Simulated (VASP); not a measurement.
# H2 in VASP: notebook

H2 is run at these levels: PBEsol; tasks: single point, relaxation of the atoms.

Program: VASP 6.6.1. These are calculated values, not measurements. Logs are shortened: lines on timing, memory, paths and dates and some standing lists are left out, and cuts for length are marked.

## Step 1: The cell of the first run

The cell holds a molecule in a box, 2 atoms: a = 12.000 Å, b = 12.300 Å, c = 12.600 Å, α = 90.00°, β = 90.00°, γ = 90.00°.

## Step 2: Single point, PBEsol

Contents of INCAR:

```
PREC     = Accurate       # precision mode
ENCUT    = 520            # plane-wave cutoff, eV
EDIFF    = 1E-6           # SCF threshold, eV
ISMEAR   = -1             # smearing method
SIGMA    = 0.01           # smearing width, eV
LREAL    = F              # projectors in reciprocal space
LASPH    = T              # aspherical terms in the spheres
NELM     = 80             # most SCF steps
ALGO     = Normal         # electronic algorithm
ISIF     = 2              # what is computed and relaxed
LWAVE    = F              # write WAVECAR
LCHARG   = F              # write CHGCAR
GGA      = PS             # functional
NBANDS   = 8              # bands
```

Contents of KPOINTS:

```
regular mesh
0
Gamma
  1 1 1
```

Contents of POSCAR:

```
H
1.0
   12.0000000000      0.0000000000      0.0000000000
    0.0000000000     12.3000000000      0.0000000000
    0.0000000000      0.0000000000     12.6000000000
H
2
Direct
    0.5000000000      0.5000000000      0.4699101046
    0.5000000000      0.5000000000      0.5300898954
```

Potentials or basis: VASP PAW PBE potentials, release 64 (H).

Run with:

```sh
$ cat potpaw_PBE.64/H/POTCAR > POTCAR
$ mpirun -np 1 vasp_gam > vasp.out
```

OUTCAR:

```text
PREC = Accurate
   ENCUT = 520
   EDIFF = 1E-6
   ISMEAR = -1
   LREAL = F
   LASPH = T
   NELM = 80
   ISIF = 2
   GGA = PS

 ion  position               nearest neighbor table
   1  0.500  0.500  0.470-   2 0.76
   2  0.500  0.500  0.530-   1 0.76

  LATTYP: Found a simple orthorhombic cell.
 ALAT       =    12.0000000000
 B/A-ratio  =     1.0250000000
 C/A-ratio  =     1.0500000000

  Lattice vectors:

 A1 = (  12.0000000000,   0.0000000000,   0.0000000000)
 A2 = (   0.0000000000,  12.3000000000,   0.0000000000)
 A3 = (   0.0000000000,   0.0000000000,  12.6000000000)

Analysis of symmetry for initial positions (statically):
=====================================================================
 Subroutine PRICEL returns:
 Original cell was already a primitive cell.

 Routine SETGRP: Setting up the symmetry group for a
 simple orthorhombic supercell.

 Subroutine GETGRP returns: Found  8 space group operations
 (whereof  8 operations were pure point group operations)
 out of a pool of  8 trial point group operations.

The static configuration has the point symmetry D_2h.

Analysis of symmetry for dynamics (positions and initial velocities):
=====================================================================
 Subroutine PRICEL returns:
 Original cell was already a primitive cell.

 Routine SETGRP: Setting up the symmetry group for a
 simple orthorhombic supercell.

 Subroutine GETGRP returns: Found  8 space group operations
 (whereof  8 operations were pure point group operations)
 out of a pool of  8 trial point group operations.

The dynamic configuration has the point symmetry D_2h.

 Subroutine INISYM returns: Found  8 space group operations
 (whereof  8 operations are pure point group operations),
 and found     1 'primitive' translations

----------------------------------------------------------------------------------------

                                     Primitive cell

  volume of cell :    1859.7600

  direct lattice vectors                    reciprocal lattice vectors
    12.000000000  0.000000000  0.000000000     0.083333333  0.000000000  0.000000000
     0.000000000 12.300000000  0.000000000     0.000000000  0.081300813  0.000000000
     0.000000000  0.000000000 12.600000000     0.000000000  0.000000000  0.079365079

  length of vectors
    12.000000000 12.300000000 12.600000000     0.083333333  0.081300813  0.079365079

[... 51 lines left out ...]
   LNONCOLLINEAR =      F non collinear calculations
   LSORBIT =      F    spin-orbit coupling
   LASPH  =      T    aspherical Exc in radial PAW
   ENCUT  =  520.0 eV  38.22 Ry    6.18 a.u.  22.31 22.87 23.43*2*pi/ulx,y,z
   NELM   =     80;   NELMIN=  2; NELMDL= -5     # of ELM steps
   EDIFF  = 0.1E-05   stopping-criterion for ELM
   LREAL  =      F    real-space projection
   EDIFFG = 0.1E-04   stopping-criterion for IOM
   NSW    =      0    number of steps for IOM
   IBRION =     -1    ionic relax: 0-MD 1-quasi-New 2-CG
   NFREE  =      0    steps in history (QN), initial steepest desc. (CG)
   ISIF   =      2    stress and relaxation
   ISYM   =      2    0-nonsym 1-usesym 2-fastsym
   POTIM  = 0.5000    time-step for ionic-motion
   TEBEG  =    0.0;   TEEND  =   0.0 temperature during run
   PSTRESS=    0.0 pullay stress
   NELECT =       2.0000    total number of electrons
   NUPDOWN=      -1.0000    fix difference up-down
   EMIN   =  10.00;   EMAX   =-10.00  energy-range for DOS
   EFERMI =   0.00;   METHOD = LEGACY
   ISMEAR =    -1;   SIGMA  =   0.01  broadening in eV -4-tet -1-fermi 0-gaus
   EFERMI_NEDOS =   21; number of points for ismear=-14 and -15
   IALGO  =     38    algorithm
   IMIX   =      4    mixing-type and parameters
     AMIX     =   0.40;   BMIX     =  1.00
     AMIX_MAG =   1.60;   BMIX_MAG =  1.00
  volume/ion in A,a.u.               =     929.88      6275.14
  Fermi-wavevector in a.u.,A,eV,Ry     =   0.167726  0.316955  0.382757  0.028132
  Thomas-Fermi vector in A             =   0.873280
   LORBIT       =      0    0 simple, 1 ext, 2 COOP (PROOUT), +10 PAW based schemes
   GGA     = PS    functional components
   LHFCALC =     F    Hartree Fock is set to
   AEXX    =    0.0000 exact exchange contribution
   IVDW    =     0    specifies the selected vdW correction
   LEPSILON=     F    determine dielectric tensor
   LRPA    =     F    only Hartree local field effects (RPA)
 non-spin polarized calculation
  energy-cutoff  :      520.00
  volume of cell :     1859.76
 maximum number of plane-waves:     25042
 NGX is ok and might be reduce to    90
   NGX = 45   NGY = 45   NGZ = 47

 number of electron       2.0000000 magnetization

 Free energy of the ion-electron system (eV)
  ---------------------------------------------------
  ext. energy  EPLUGINS =         0.00000000
  ---------------------------------------------------
  free energy    TOTEN  =        -6.51342452 eV

  energy without entropy =       -6.51342452  energy(sigma->0) =       -6.51342452

 E-fermi :  -9.8665     XC(G=0):  -0.2124

 val. band max:      -10.1258414525   @ k =   0.0000   0.0000   0.0000
 cond. band min:      -0.1017757904   @ k =   0.0000   0.0000   0.0000
 fundamental gap:     10.0240656621
 Fermi energy:        -9.8665263764

 k-point     1 :       0.0000    0.0000    0.0000
  band No.  band energies     occupation
      1     -10.1258      2.00000
      2      -0.1018      0.00000
      3       0.3087      0.00000
      4       0.7180      0.00000
      5       0.7537      0.00000
      6       0.8354      0.00000
      7       0.9191      0.00000
      8       0.9740      0.00000

------------------------ aborting loop because EDIFF is reached ----------------------------------------

  FORCE on cell =-STRESS in cart. coord.  units (eV):
  Direction    XX          YY          ZZ          XY          YZ          ZX
  --------------------------------------------------------------------------------------
  -------------------------------------------------------------------------------------
  Total       -0.0253491     -0.0256574     -0.0278688      0.0000000      0.0000000      0.0000000
  in kB       -0.0218382     -0.0221037     -0.0240089      0.0000000      0.0000000      0.0000000
  external PRESSURE =      -0.0226503 kB  Pullay stress =       0.0000000 kB

 VOLUME and BASIS-vectors are now :
 -----------------------------------------------------------------------------
  energy-cutoff  :      520.00
  volume of cell :     1859.76
      direct lattice vectors                 reciprocal lattice vectors
    12.000000000  0.000000000  0.000000000     0.083333333  0.000000000  0.000000000
     0.000000000 12.300000000  0.000000000     0.000000000  0.081300813  0.000000000
     0.000000000  0.000000000 12.600000000     0.000000000  0.000000000  0.079365079

 POSITION                                       TOTAL-FORCE (eV/Angst)
 -----------------------------------------------------------------------------------
      6.00000      6.15000      5.92087         0.000000      0.000000     -0.003789
      6.00000      6.15000      6.67913         0.000000      0.000000      0.003789
 -----------------------------------------------------------------------------------
    total drift:                                0.000000     -0.000000      0.000000

  FREE ENERGIE OF THE ION-ELECTRON SYSTEM (eV)
  ---------------------------------------------------
  free  energy   TOTEN  =        -6.5134245186 eV

  energy  without entropy=       -6.5134245186  energy(sigma->0) =       -6.51342452
```

OSZICAR:

```text
N       E                     dE             d eps       ncg     rms          rms(c)
DAV:   1     0.468658085517E+01    0.46866E+01   -0.51154E+02    16   0.136E+02
DAV:   2    -0.578154102095E+01   -0.10468E+02   -0.10468E+02    16   0.265E+01
DAV:   3    -0.713798675846E+01   -0.13564E+01   -0.13564E+01    32   0.144E+01
[... 11 lines left out ...]
DAV:  15    -0.651340598442E+01   -0.45679E-04   -0.14070E-06    16   0.338E-03    0.454E-04
DAV:  16    -0.651341661878E+01   -0.10634E-04   -0.12411E-07    16   0.112E-03    0.448E-04
DAV:  17    -0.651342220172E+01   -0.55829E-05   -0.16154E-07    16   0.108E-03    0.111E-04
DAV:  18    -0.651342438592E+01   -0.21842E-05   -0.37281E-08    16   0.523E-04    0.145E-04
DAV:  19    -0.651342451860E+01   -0.13268E-06   -0.12551E-09    16   0.914E-05
   1 F= -.65134245E+01 E0= -.65134245E+01  d E =-.294694E-11
```

stdout:

```text
POSCAR found type information on POSCAR H
 POSCAR found :  1 types and       2 ions
 scaLAPACK will be used
 -----------------------------------------------------------------------------
|                                                                             |
|                                                                             |
|     You enforced a specific xc type in the INCAR file but a different       |
|     I HOPE YOU KNOW WHAT YOU ARE DOING!                                     |
|                                                                             |
 -----------------------------------------------------------------------------

 LDA part: xc-table for (Slater+PW92), standard interpolation
 POSCAR, INCAR and KPOINTS ok, starting setup
 FFT: planning ... GRIDC
 FFT: planning ... GRID_SOFT
 FFT: planning ... GRID
 WAVECAR not read
 entering main loop
```

Wall time 67 s (1 thread of Intel Xeon Platinum 8488C (Sapphire Rapids), shared host); peak memory 1.2 GiB.

Results:

| Item | Value |
| --- | --- |
| Free energy | -6.5134 eV |
| Largest force | 0.004 eV/Å |
| Gap between the frontier levels | 10.02 eV |

Forces in eV/Å, atoms in the order of the input:
```
H    0.000  0.000 -0.004
H    0.000  0.000  0.004
```

Caveat: the PAW data sets were made with another functional, which shifts forces and pressure a little.

## Step 3: Single point, PBEsol

Contents of INCAR:

```
SYSTEM = H
ALGO     = Normal         ! electronic algorithm
EDIFF    = 1E-6           ! SCF threshold, eV
ENCUT    = 520            ! plane-wave cutoff, eV
GGA      = PS             ! functional
ISIF     = 2              ! what is computed and relaxed
ISMEAR   = -1             ! smearing method
LASPH    = .True.         ! aspherical terms in the spheres
LCHARG   = .False.        ! write CHGCAR
LREAL    = .False.        ! projectors in reciprocal space
LWAVE    = .False.        ! write WAVECAR
NBANDS   = 8              ! bands
NELM     = 60             ! most SCF steps
PREC     = Accurate       ! precision mode
SIGMA    = 0.01           ! smearing width, eV
```

Contents of KPOINTS:

```
k-points
0
Gamma
  1 1 1
  0 0 0
```

POSCAR is that of step 2.

Potentials or basis: VASP PAW PBE potentials, release 64 (H).

Run with:

```sh
$ cat potpaw_PBE.64/H/POTCAR > POTCAR
$ mpirun -np 1 vasp_gam > vasp.out
```

Run time: 59 s. Hardware: 1 thread of Intel Xeon Platinum 8488C (Sapphire Rapids), shared host; peak memory 1.2 GiB.

Results (log left out):

- Free energy: -6.5134 eV
- Largest force: 0.004 eV/Å
- Gap between the frontier levels: 10.02 eV

Forces in eV/Å, atoms in the order of the input:
```
H    0.000  0.000 -0.004
H    0.000  0.000  0.004
```

Levels at points of the mesh, in eV from the valence-band top:
```csv
k point,band 1,band 2,band 3,band 4,band 5,band 6
"(0.00, 0.00, 0.00)",0.00,10.02,10.43,10.84,10.88,10.96
```

Caveat: the PAW data sets were made with another functional, which shifts forces and pressure a little.

(Continued in part 2 of 2.)
